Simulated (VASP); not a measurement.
# Tc (I4/mmm) in VASP: a series of runs, part 2 of 2

VASP 6.6.1. Earlier steps stand in the parts before.

**4. Single point, r2SCAN**

This run uses another cell than the first one, of 15.43 Å³/atom.

File POSCAR:

```
Tc
1.0
    0.0000000000      1.9890000000      1.9500000000
    1.9890000000      0.0000000000      1.9500000000
    1.9890000000      1.9890000000      0.0000000000
Tc
1
Direct
    0.0000000000      0.0000000000      0.0000000000
```

File INCAR.step1:

```
SYSTEM = Tc
ALGO = Normal
EDIFF = 1E-5
ENCUT = 550
GGA = PE
GGA_COMPAT = .FALSE.
ISMEAR = -1
LASPH = .TRUE.
LCHARG = .FALSE.
LREAL = .FALSE.
LWAVE = .TRUE.
NBANDS = 12
NELM = 120
PREC = Accurate
SIGMA = 0.1
```

File INCAR.step2:

```
SYSTEM = Tc
ALGO = Normal
EDIFF = 1E-6
ENCUT = 550
GGA_COMPAT = .FALSE.
ISIF = 2
ISMEAR = -1
ISTART = 1
LASPH = .TRUE.
LCHARG = .FALSE.
LMIXTAU = .TRUE.
LREAL = .FALSE.
LWAVE = .FALSE.
METAGGA = R2SCAN
NBANDS = 12
NELM = 120
PREC = Accurate
SIGMA = 0.1
```

File KPOINTS:

```
k-points
0
G
  15 15 15
  0 0 0
```

Potentials or basis: VASP PAW PBE potentials, release 64 (Tc_pv).

Command:

```console
$ cat potpaw_PBE.64/Tc_pv/POTCAR > POTCAR
$ cp INCAR.step1 INCAR
$ mpirun -np 1 vasp_std > vasp.out
$ cp INCAR.step2 INCAR
$ mpirun -np 1 vasp_std > vasp.out
```

OUTCAR:

```text
SYSTEM = Tc
   EDIFF = 1E-6
   ENCUT = 550
   ISIF = 2
   ISMEAR = -1
   ISTART = 1
   LASPH = .TRUE.
   LREAL = .FALSE.
   METAGGA = R2SCAN
   NELM = 120
   PREC = Accurate

 ion  position               nearest neighbor table
   1  0.000  0.000  0.000-

  LATTYP: Found a body centered tetragonal cell.
 ALAT       =     2.8128707756
 C/A-ratio  =     1.3864838847

  Lattice vectors:

 A1 = (   0.0000000000,  -1.9890000000,  -1.9500000000)
 A2 = (   0.0000000000,   1.9890000000,  -1.9500000000)
 A3 = (   1.9890000000,   0.0000000000,   1.9500000000)

Analysis of symmetry for initial positions (statically):
=====================================================================
 Subroutine PRICEL returns:
 Original cell was already a primitive cell.

 Routine SETGRP: Setting up the symmetry group for a
 body centered tetragonal supercell.

 Subroutine GETGRP returns: Found 16 space group operations
 (whereof 16 operations were pure point group operations)
 out of a pool of 16 trial point group operations.

The static configuration has the point symmetry D_4h.

Analysis of symmetry for dynamics (positions and initial velocities):
=====================================================================
 Subroutine PRICEL returns:
 Original cell was already a primitive cell.

 Routine SETGRP: Setting up the symmetry group for a
 body centered tetragonal supercell.

 Subroutine GETGRP returns: Found 16 space group operations
 (whereof 16 operations were pure point group operations)
 out of a pool of 16 trial point group operations.

The dynamic configuration has the point symmetry D_4h.

 Subroutine INISYM returns: Found 16 space group operations
 (whereof 16 operations are pure point group operations),
 and found     1 'primitive' translations

----------------------------------------------------------------------------------------

                                     Primitive cell

  volume of cell :      15.4289

  direct lattice vectors                    reciprocal lattice vectors
     0.000000000  1.989000000  1.950000000    -0.251382604  0.251382604  0.256410256
     1.989000000  0.000000000  1.950000000     0.251382604 -0.251382604  0.256410256
[... 115 lines left out ...]
  energy-cutoff  :      550.00
  volume of cell :       15.43
 maximum number of plane-waves:       471
 NGX is ok and might be reduce to    24
   NGX = 11   NGY = 11   NGZ = 11

 number of electron      13.0000000 magnetization

 Free energy of the ion-electron system (eV)
  ---------------------------------------------------
  ext. energy  EPLUGINS =         0.00000000
  ---------------------------------------------------
  free energy    TOTEN  =       -25.84489500 eV

  energy without entropy =      -25.80984810  energy(sigma->0) =      -25.82737155

 E-fermi :  11.5232     XC(G=0): -14.6251

 val. band max:       11.5190360598   @ k =   0.2667   0.0667   0.2000
 cond. band min:      11.5253243401   @ k =   0.4667   0.0000   0.3333
 fundamental gap:      0.0062882804
 Fermi energy:        11.5232325925

 k-point     1 :       0.0000    0.0000    0.0000
  band No.  band energies     occupation
      1     -28.1978      2.00000
      2     -28.1978      2.00000
      3     -28.1926      2.00000
      4       3.9054      2.00000
      5       9.7229      2.00000
      6       9.7229      2.00000
      7       9.9697      2.00000
      8      12.1983      0.00234
      9      12.4956      0.00012
     10      26.1307      0.00000
     11      31.5782      0.00000
     12      31.5782      0.00000
[... 331 lines left out ...]
 k-point    24 :       0.2000    0.1333    0.0000
  band No.  band energies     occupation
      1     -28.5106      2.00000
      2     -28.3024      2.00000
      3     -28.2889      2.00000
      4       5.4375      2.00000
      5       8.8398      2.00000
      6      10.5047      1.99992
      7      10.5334      1.99990
      8      11.5148      1.04191
      9      12.6508      0.00003
     10      28.6957      0.00000
     11      29.1601      0.00000
     12      32.1825      0.00000

 [... further k-points ...]

------------------------ aborting loop because EDIFF is reached ----------------------------------------

  FORCE on cell =-STRESS in cart. coord.  units (eV):
  Direction    XX          YY          ZZ          XY          YZ          ZX
  --------------------------------------------------------------------------------------
  -------------------------------------------------------------------------------------
  Total       -2.0704000     -2.0704000     -1.7160565      0.0000000      0.0000000      0.0000000
  in kB     -214.9961466   -214.9961466   -178.2001233      0.0000000      0.0000000      0.0000000
  external PRESSURE =    -202.7308055 kB  Pullay stress =       0.0000000 kB

 VOLUME and BASIS-vectors are now :
 -----------------------------------------------------------------------------
  energy-cutoff  :      550.00
  volume of cell :       15.43
      direct lattice vectors                 reciprocal lattice vectors
     0.000000000  1.989000000  1.950000000    -0.251382604  0.251382604  0.256410256
     1.989000000  0.000000000  1.950000000     0.251382604 -0.251382604  0.256410256
     1.989000000  1.989000000  0.000000000     0.251382604  0.251382604 -0.256410256

 POSITION                                       TOTAL-FORCE (eV/Angst)
 -----------------------------------------------------------------------------------
      0.00000      0.00000      0.00000         0.000000      0.000000      0.000000
 -----------------------------------------------------------------------------------
    total drift:                                0.000000      0.000000     -0.000000

  FREE ENERGIE OF THE ION-ELECTRON SYSTEM (eV)
  ---------------------------------------------------
  free  energy   TOTEN  =       -25.8448950033 eV

  energy  without entropy=      -25.8098480991  energy(sigma->0) =      -25.82737155
```

OUTCAR.step1:

```text
SYSTEM = Tc
   EDIFF = 1E-5
   ENCUT = 550
   GGA = PE
   ISMEAR = -1
   LASPH = .TRUE.
   LREAL = .FALSE.
[... 577 lines left out ...]
 -----------------------------------------------------------------------------------
      0.00000      0.00000      0.00000         0.000000     -0.000000      0.000000
 -----------------------------------------------------------------------------------
    total drift:                               -0.000000      0.000000     -0.000000

  FREE ENERGIE OF THE ION-ELECTRON SYSTEM (eV)
  ---------------------------------------------------
  free  energy   TOTEN  =       -10.2493283690 eV

  energy  without entropy=      -10.2117223874  energy(sigma->0) =      -10.23052538
```

OSZICAR.step1:

```text
N       E                     dE             d eps       ncg     rms          rms(c)
DAV:   1     0.121015734013E+03    0.12102E+03   -0.80415E+03  6968   0.107E+03
DAV:   2    -0.920826853973E+01   -0.13022E+03   -0.12657E+03  7552   0.315E+02
DAV:   3    -0.110271735846E+02   -0.18189E+01   -0.18131E+01  7624   0.429E+01
DAV:   4    -0.110346959120E+02   -0.75223E-02   -0.75220E-02  7568   0.307E+00
DAV:   5    -0.110347543129E+02   -0.58401E-04   -0.58401E-04  7804   0.261E-01    0.147E+01
DAV:   6    -0.103210879259E+02    0.71367E+00   -0.10385E+00  7108   0.133E+01    0.393E+00
DAV:   7    -0.102537848081E+02    0.67303E-01   -0.12638E-01  7736   0.445E+00    0.552E-01
DAV:   8    -0.102493270529E+02    0.44578E-02   -0.44444E-03  7016   0.795E-01    0.124E-01
DAV:   9    -0.102493292539E+02   -0.22010E-05   -0.10818E-04  8192   0.140E-01    0.114E-02
DAV:  10    -0.102493283690E+02    0.88496E-06   -0.40566E-06  4240   0.239E-02
   1 F= -.10249328E+02 E0= -.10230525E+02  d E =-.376060E-01
```

It took 3.3 min on 1 thread of Intel Xeon 8259CL, shared host; peak memory 0.19 GiB.

Results:

```yaml
Free_energy: -25.8449 eV
Pressure: -20.3 GPa
Band_gap_on_the_k_mesh: zero (an odd number of electrons rules out a gap without spin polarisation)
```

Stress tensor (GPa, compression positive):
```
-21.50   0.00   0.00
  0.00 -21.50   0.00
  0.00   0.00 -17.82
```

Caveat: the cell stands under tension; the PAW data sets were made with another functional, which shifts forces and pressure a little.

**5. The runs side by side**

```tsv
cell	gap on the mesh (eV)	pressure (GPa)
a = 2.744, b = 2.744, c = 2.730 Å, angles 60.2, 60.2, 59.7°, 1 atom	none	-4.9
a = 2.772, b = 2.772, c = 2.785 Å, angles 59.8, 59.8, 60.3°, 1 atom	none	-15.7
a = 2.785, b = 2.785, c = 2.813 Å, angles 59.7, 59.7, 60.7°, 1 atom	none	-20.3
```

Alike in all rows: task single point; level r2SCAN; potentials or basis VASP PAW PBE potentials, release 64 (Tc_pv); no spin polarisation; k mesh 15 × 15 × 15; cutoff (eV) 550; smearing fermi-dirac 0.1 eV.

Caveats: the cell stands under tension; the PAW data sets were made with another functional, which shifts forces and pressure a little.

Absolute energies hang on the potentials; compare differences alone.
